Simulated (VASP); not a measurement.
# AlN (Fm-3m) in VASP: a series of runs, part 2 of 2

VASP 6.6.1. Earlier steps stand in the parts before.

### Step 3. Dielectric tensor, PBE

This run uses another cell than the first one, of 8.23 Å³/atom, 0.994 times its volume.

The input, INCAR:

```
SYSTEM = AlN
PREC     = Accurate       ! precision mode
ENCUT    = 520            ! plane-wave cutoff, eV
EDIFF    = 1E-8           ! SCF threshold, eV
ISMEAR   = 0              ! smearing method
SIGMA    = 0.01           ! smearing width, eV
LREAL    = .False.        ! projectors in reciprocal space
LASPH    = .True.         ! aspherical terms in the spheres
NELM     = 60             ! most SCF steps
ALGO     = Normal         ! electronic algorithm
ISIF     = 2              ! what is computed and relaxed
LWAVE    = .False.        ! write WAVECAR
LCHARG   = .False.        ! write CHGCAR
GGA      = PE             ! functional
LEPSILON = .True.         ! dielectric tensor by DFPT
```

The input, KPOINTS:

```
regular mesh
0
Gamma
  10 10 10
  0 0 0
```

The input, POSCAR:

```
AlN
1.0
    0.0000000000      2.0188685302      2.0188685302
    2.0188685302      0.0000000000      2.0188685302
    2.0188685302      2.0188685302      0.0000000000
Al N
1 1
Direct
    0.0000000000      0.0000000000      0.0000000000
    0.5000000000      0.5000000000      0.5000000000
```

Potentials or basis: VASP PAW PBE potentials, release 64 (Al, N).

Started as:

```
> cat potpaw_PBE.64/Al/POTCAR potpaw_PBE.64/N/POTCAR > POTCAR
> mpirun -np 1 vasp_std > vasp.out
```

OUTCAR:

```text
SYSTEM = AlN
   PREC = Accurate
   ENCUT = 520
   EDIFF = 1E-8
   ISMEAR = 0
   LREAL = .False.
   LASPH = .True.
   NELM = 60
   ISIF = 2
   GGA = PE
   LEPSILON = .True.

 ion  position               nearest neighbor table
   1  0.000  0.000  0.000-   2 2.02   2 2.02   2 2.02   2 2.02   2 2.02   2 2.02
   2  0.500  0.500  0.500-   1 2.02   1 2.02   1 2.02   1 2.02   1 2.02   1 2.02

  LATTYP: Found a face centered cubic cell.
 ALAT       =     4.0377370604

  Lattice vectors:

 A1 = (   0.0000000000,   2.0188685302,   2.0188685302)
 A2 = (   2.0188685302,   0.0000000000,   2.0188685302)
 A3 = (   2.0188685302,   2.0188685302,   0.0000000000)

Analysis of symmetry for initial positions (statically):
=====================================================================
 Subroutine PRICEL returns:
 Original cell was already a primitive cell.

 Routine SETGRP: Setting up the symmetry group for a
 face centered cubic supercell.

 Subroutine GETGRP returns: Found 48 space group operations
[... 9 lines left out ...]

 Routine SETGRP: Setting up the symmetry group for a
 face centered cubic supercell.

 Subroutine GETGRP returns: Found 48 space group operations
[... 11 lines left out ...]
                                     Primitive cell

  volume of cell :      16.4571

  direct lattice vectors                    reciprocal lattice vectors
     0.000000000  2.018868530  2.018868530    -0.247663477  0.247663477  0.247663477
     2.018868530  0.000000000  2.018868530     0.247663477 -0.247663477  0.247663477
     2.018868530  2.018868530  0.000000000     0.247663477  0.247663477 -0.247663477

  length of vectors
     2.855111256  2.855111256  2.855111256     0.428965726  0.428965726  0.428965726

  position of ions in fractional coordinates (direct lattice)
     0.000000000  0.000000000  0.000000000
     0.500000000  0.500000000  0.500000000

  ion indices of the primitive-cell ions
   primitive index   ion index
                 1           1
                 2           2

----------------------------------------------------------------------------------------

 KPOINTS: regular mesh

Automatic generation of k-mesh.
 Grid dimensions read from file:
 generate k-points for:   10   10   10

 Generating k-lattice:

  Cartesian coordinates                     Fractional coordinates (reciprocal lattice)
    -0.024766348  0.024766348  0.024766348     0.100000000  0.000000000  0.000000000
     0.024766348 -0.024766348  0.024766348     0.000000000  0.100000000  0.000000000
     0.024766348  0.024766348 -0.024766348     0.000000000  0.000000000  0.100000000

  Length of vectors
     0.042896573  0.042896573  0.042896573

  Shift w.r.t. Gamma in fractional coordinates (k-lattice)
[... 105 lines left out ...]
      2      10.0163      2.00000
      3      10.0163      2.00000
      4      10.0163      2.00000
      5      15.7544      0.00000
      6      22.1970      0.00000
      7      22.1970      0.00000
      8      22.1970      0.00000
[... 243 lines left out ...]
 k-point    24 :       0.4000    0.3000    0.0000
  band No.  band energies     occupation
      1      -4.5476      2.00000
      2       4.1518      2.00000
      3       7.2087      2.00000
      4       7.7275      2.00000
      5      16.1947      0.00000
      6      16.9528      0.00000
      7      22.2752      0.00000
      8      25.6750      0.00000

 [... further k-points ...]

  FORCE on cell =-STRESS in cart. coord.  units (eV):
  Direction    XX          YY          ZZ          XY          YZ          ZX
  --------------------------------------------------------------------------------------
  -------------------------------------------------------------------------------------
  Total        0.6291807      0.6291807      0.6291807     -0.0000000     -0.0000000      0.0000000
  in kB       61.2536365     61.2536365     61.2536365     -0.0000000     -0.0000000      0.0000000
  external PRESSURE =      61.2536365 kB  Pullay stress =       0.0000000 kB

 VOLUME and BASIS-vectors are now :
 -----------------------------------------------------------------------------
  energy-cutoff  :      520.00
  volume of cell :       16.46
      direct lattice vectors                 reciprocal lattice vectors
     0.000000000  2.018868530  2.018868530    -0.247663477  0.247663477  0.247663477
     2.018868530  0.000000000  2.018868530     0.247663477 -0.247663477  0.247663477
     2.018868530  2.018868530  0.000000000     0.247663477  0.247663477 -0.247663477

 POSITION                                       TOTAL-FORCE (eV/Angst)
 -----------------------------------------------------------------------------------
      0.00000      0.00000      0.00000        -0.000000     -0.000000      0.000000
      2.01887      2.01887      2.01887         0.000000      0.000000      0.000000
 -----------------------------------------------------------------------------------
    total drift:                               -0.000000     -0.000000      0.000000

  FREE ENERGIE OF THE ION-ELECTRON SYSTEM (eV)
  ---------------------------------------------------
  free  energy   TOTEN  =       -14.5383883270 eV

  energy  without entropy=      -14.5383883270  energy(sigma->0) =      -14.53838833

 HEAD OF MICROSCOPIC STATIC DIELECTRIC TENSOR (INDEPENDENT PARTICLE, excluding Hartree and local field effects)
 ------------------------------------------------------
           5.252817    -0.000000    -0.000000
          -0.000000     5.252817     0.000000
          -0.000000    -0.000000     5.252817
 ------------------------------------------------------

 Free energy of the ion-electron system (eV)
  ---------------------------------------------------
  ---------------------------------------------------
  free energy    TOTEN  =        -0.20342506 eV

  energy without entropy =       -0.20342506

------------------------ aborting loop because EDIFF is reached ----------------------------------------

--------------------------------------- Ionic step        2  -------------------------------------------

------------------------ aborting loop because EDIFF is reached ----------------------------------------

--------------------------------------- Ionic step        3  -------------------------------------------

 Free energy of the ion-electron system (eV)
  ---------------------------------------------------
  ---------------------------------------------------
  free energy    TOTEN  =        -0.20342504 eV

  energy without entropy =       -0.20342504

------------------------ aborting loop because EDIFF is reached ----------------------------------------

 PIEZOELECTRIC TENSOR FIELD DIRECTION 3  (e Angst)
 -----------------------------------------------------------------------------
     0.00007  0.00000  0.00000           ( -0.00001  0.00000  0.00000)
     0.00000  0.00007  0.00000           (  0.00000 -0.00001  0.00000)
    -0.00000 -0.00000 -0.00043           (  0.00000  0.00000 -0.00001)

 PIEZOELECTRIC TENSOR FIELD DIRECTION 3  (C/m^2)
 -----------------------------------------------------------------------------
     0.00007  0.00000  0.00000
     0.00000  0.00007  0.00000
    -0.00000 -0.00000 -0.00042

 MACROSCOPIC STATIC DIELECTRIC TENSOR (including local field effects in DFT)
 ------------------------------------------------------
           5.111375     0.000000    -0.000000
           0.000000     5.111375    -0.000000
           0.000000    -0.000000     5.111375
 ------------------------------------------------------

 PIEZOELECTRIC TENSOR (including local field effects)  for field in x, y, z        (e  Angst)
          XX          YY          ZZ          XY          YZ          ZX
  --------------------------------------------------------------------------------
  x     0.00000     0.00000     0.00000     0.00000     0.00000     0.00000
  y     0.00000     0.00000     0.00000     0.00000     0.00000     0.00000
  z     0.00000     0.00000     0.00000     0.00000     0.00000     0.00000

 PIEZOELECTRIC TENSOR (including local field effects)  for field in x, y, z        (C/m^2)
          XX          YY          ZZ          XY          YZ          ZX
  --------------------------------------------------------------------------------
  x     0.00000     0.00000     0.00000     0.00000     0.00000     0.00000
  y     0.00000     0.00000     0.00000     0.00000     0.00000     0.00000
  z     0.00000     0.00000     0.00000     0.00000     0.00000     0.00000

 BORN EFFECTIVE CHARGES (including local field effects) (in |e|, cummulative output)
 ---------------------------------------------------------------------------------
 ion    1
    1     2.96051     0.00000     0.00000
    2     0.00000     2.96051     0.00000
    3     0.00000     0.00000     2.96051
 ion    2
    1    -2.96051     0.00000     0.00000
    2     0.00000    -2.96051     0.00000
    3     0.00000     0.00000    -2.96051
```

It took 65 s on 1 thread of AMD EPYC 7R13 (Zen 3), shared host; peak memory 0.13 GiB.

Results:

```
Band gap on the k mesh                  : 4.65 eV, indirect (least direct gap 5.74 eV)
Electronic dielectric tensor (diagonal) : 5.11
Born charges (mean of the diagonal)     : Al +2.96; N -2.96 e
```

Electronic dielectric tensor:
```
5.11 0.00 0.00
0.00 5.11 0.00
0.00 0.00 5.11
```

Born effective charge tensors (e):
atom 1, Al
```
2.96 0.00 0.00
0.00 2.96 0.00
0.00 0.00 2.96
```
atom 2, N
```
-2.96  0.00  0.00
 0.00 -2.96  0.00
 0.00  0.00 -2.96
```

### Step 4. Dielectric tensor, r2SCAN

This run uses another cell than the first one, of 8.23 Å³/atom, 0.994 times its volume.

The input, INCAR:

```
  PREC = Accurate
  ENCUT = 520
  EDIFF = 1E-8
  ISMEAR = 0
  SIGMA = 0.01
  LREAL = F
  LASPH = T
  NELM = 80
  ALGO = Normal
  ISIF = 2
  LWAVE = F
  LCHARG = F
  METAGGA = R2SCAN
  LMIXTAU = T
  LCALCEPS = T
```

The input, KPOINTS:

```
Automatic mesh
0
Gamma
  10 10 10
```

POSCAR is that of step 3.

Potentials or basis: VASP PAW PBE potentials, release 64 (Al, N).

Started as:

```
> cat potpaw_PBE.64/Al/POTCAR potpaw_PBE.64/N/POTCAR > POTCAR
> mpirun -np 1 vasp_std > vasp.out
```

OUTCAR:

```text
PREC = Accurate
   ENCUT = 520
   EDIFF = 1E-8
   ISMEAR = 0
   LREAL = F
   LASPH = T
   NELM = 80
   ISIF = 2
   METAGGA = R2SCAN

 ion  position               nearest neighbor table
   1  0.000  0.000  0.000-   2 2.02   2 2.02   2 2.02   2 2.02   2 2.02   2 2.02
   2  0.500  0.500  0.500-   1 2.02   1 2.02   1 2.02   1 2.02   1 2.02   1 2.02

  LATTYP: Found a face centered cubic cell.
 ALAT       =     4.0377370604

  Lattice vectors:

 A1 = (   0.0000000000,   2.0188685302,   2.0188685302)
[... 486 lines left out ...]
    3     0.00000     0.00000     2.93503
 ion    2
    1    -2.93503     0.00000     0.00000
    2     0.00000    -2.93503     0.00000
    3    -0.00000    -0.00000    -2.93503

  FORCE on cell =-STRESS in cart. coord.  units (eV):
  Direction    XX          YY          ZZ          XY          YZ          ZX
  --------------------------------------------------------------------------------------
  -------------------------------------------------------------------------------------
  Total       -0.0832716     -0.0832716     -0.0832716      0.0000000      0.0000000     -0.0000000
  in kB       -8.1068736     -8.1068736     -8.1068736      0.0000000      0.0000000     -0.0000000
  external PRESSURE =      -8.1068736 kB  Pullay stress =       0.0000000 kB

 VOLUME and BASIS-vectors are now :
 -----------------------------------------------------------------------------
  energy-cutoff  :      520.00
  volume of cell :       16.46
      direct lattice vectors                 reciprocal lattice vectors
     0.000000000  2.018868530  2.018868530    -0.247663477  0.247663477  0.247663477
     2.018868530  0.000000000  2.018868530     0.247663477 -0.247663477  0.247663477
     2.018868530  2.018868530  0.000000000     0.247663477  0.247663477 -0.247663477

 POSITION                                       TOTAL-FORCE (eV/Angst)
 -----------------------------------------------------------------------------------
      0.00000      0.00000      0.00000         0.000000     -0.000000     -0.000000
      2.01887      2.01887      2.01887        -0.000000      0.000000      0.000000
 -----------------------------------------------------------------------------------
    total drift:                               -0.000000     -0.000000      0.000000

  FREE ENERGIE OF THE ION-ELECTRON SYSTEM (eV)
  ---------------------------------------------------
  free  energy   TOTEN  =       -18.8969438419 eV

  energy  without entropy=      -18.8969438419  energy(sigma->0) =      -18.89694384
```

OSZICAR:

```text
N       E                     dE             d eps       ncg     rms          rms(c)
DAV:   1     0.644921012861E+01    0.64492E+01   -0.42750E+03   768   0.870E+02
DAV:   2    -0.221153489039E+02   -0.28565E+02   -0.26679E+02   984   0.153E+02
DAV:   3    -0.225559847776E+02   -0.44064E+00   -0.44064E+00   904   0.245E+01
[... 12 lines left out ...]
DMP:   7    -0.188969436512E+02   -0.13004E-06   -0.13963E-06  2256   0.290E-06   0.114E-06
DMP:   8    -0.188969437393E+02   -0.88086E-07   -0.78698E-07  2256   0.150E-06   0.897E-07
DMP:   9    -0.188969437905E+02   -0.51197E-07   -0.44438E-07  2256   0.810E-07   0.580E-07
DMP:  10    -0.188969438199E+02   -0.29399E-07   -0.23566E-07  2256   0.406E-07   0.353E-07
DMP:  11    -0.188969438350E+02   -0.15127E-07   -0.11243E-07  2256   0.194E-07   0.168E-07
DMP:  12    -0.188969438419E+02   -0.68803E-08   -0.52135E-08  2256   0.967E-08   0.647E-08
   1 F= -.18896944E+02 E0= -.18896944E+02  d E =-.336782E-14
```

Wall time 15 min (1 thread of Intel Xeon Platinum 8488C (Sapphire Rapids), shared host); peak memory 0.3 GiB.

Results:

- Band gap on the k mesh: 5.53 eV, indirect (least direct gap 6.58 eV)
- Electronic dielectric tensor (diagonal): 4.72
- Born charges (mean of the diagonal): Al +2.94; N -2.94 e

Electronic dielectric tensor:
```
4.72 0.00 0.00
0.00 4.72 0.00
0.00 0.00 4.72
```

Born effective charge tensors (e):
atom 1, Al
```
2.94 0.00 0.00
0.00 2.94 0.00
0.00 0.00 2.94
```
atom 2, N
```
-2.94  0.00  0.00
 0.00 -2.94  0.00
 0.00  0.00 -2.94
```

Dipole moments of the cell (e·Å, modulo the quantum): ionic -10.094, -10.094, -10.094; electronic 0.000, 0.000, 0.003

Caveat: the PAW data sets were made with another functional, which shifts forces and pressure a little. A k mesh can miss the band edges.

### Step 5. The runs side by side

```tsv
task	level	cell	gap on the mesh (eV)
vibrations by perturbation theory	PBEsol	a = 2.860 Å, angles 60.0°, 2 atoms	-
dielectric tensor	PBE	a = 2.855 Å, angles 60.0°, 2 atoms	4.65
dielectric tensor	r2SCAN	a = 2.855 Å, angles 60.0°, 2 atoms	5.53
```

Alike in all rows: potentials or basis VASP PAW PBE potentials, release 64 (Al, N); no spin polarisation; k mesh 10 × 10 × 10; cutoff (eV) 520; smearing gaussian 0.01 eV.

Caveats: the PAW data sets were made with another functional, which shifts forces and pressure a little (some runs).

Total energies depend on the potentials used, so only differences within one code and one set of settings carry meaning.
